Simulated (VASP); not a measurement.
# BN: single point with PBEsol

BN:

```xyz
4
Lattice="2.4602 0.0000 0.0000 -1.2301 2.1306 0.0000 0.0000 0.0000 6.5863" Properties=species:S:1:pos:R:3 pbc="T T T"
B     0.0000    1.4204    1.6466
B     1.2301    0.7102    4.9397
N     0.0000    1.4204    4.9397
N     1.2301    0.7102    1.6466
```

This cell differs from its parent crystal: volume 8.631 Å^3 an atom, c/a of the conventional cell 2.6771.

| Property | Result |
| --- | --- |
| Program | VASP 6.6.1 |
| Task | single point |
| Functional | PBEsol |
| Potentials or basis | VASP PAW PBE potentials, release 64 (B, N) |
| Cutoff | 520 eV |
| k mesh | 12 × 12 × 4 |
| Occupations | gaussian, width 0.05 eV |
| Spin | no spin polarisation |
| Dipole correction | no |
| Further INCAR settings | ALGO = Normal; EDIFF = 1e-06; NBANDS = 16 |

The pressure is 14.8 GPa. The band gap on the k mesh is 4.24 eV, indirect (least direct gap 4.71 eV).

Stress tensor (GPa, compression positive):
```
21.60  0.00  0.00
 0.00 21.60  0.00
 0.00  0.00  1.06
```

Levels at points of the mesh, in eV from the valence-band top:
```
           k point  band 4  band 5  band 6  band 7  band 8  band 9  band 10  band 11  band 12  band 13
(0.00, 0.00, 0.00)   -4.37   -1.24   -1.24   -1.20   -1.20    5.09    10.44    11.95    11.95    12.08
(0.50, 0.00, 0.00)   -9.06   -4.21   -4.15   -1.53   -0.47    4.24     5.73     9.93    10.46    12.70
(0.00, 0.00, 0.50)   -5.61   -1.22   -1.22   -1.22   -1.22    7.60     7.60    12.01    12.01    12.01
(0.50, 0.00, 0.50)   -9.10   -4.18   -4.18   -0.98   -0.98    4.74     4.74    10.41    10.41    13.69
```

Wall time 22 s on 1 thread of Intel Xeon 6975P-C, with other jobs on the host, peak memory 0.15 GiB.

Caveat: the PAW data sets were made with another functional, which shifts forces and pressure a little; this functional lacks dispersion, which binds the layers, so the pressure and a relaxed spacing across them are unreliable. A k mesh can miss the band edges.
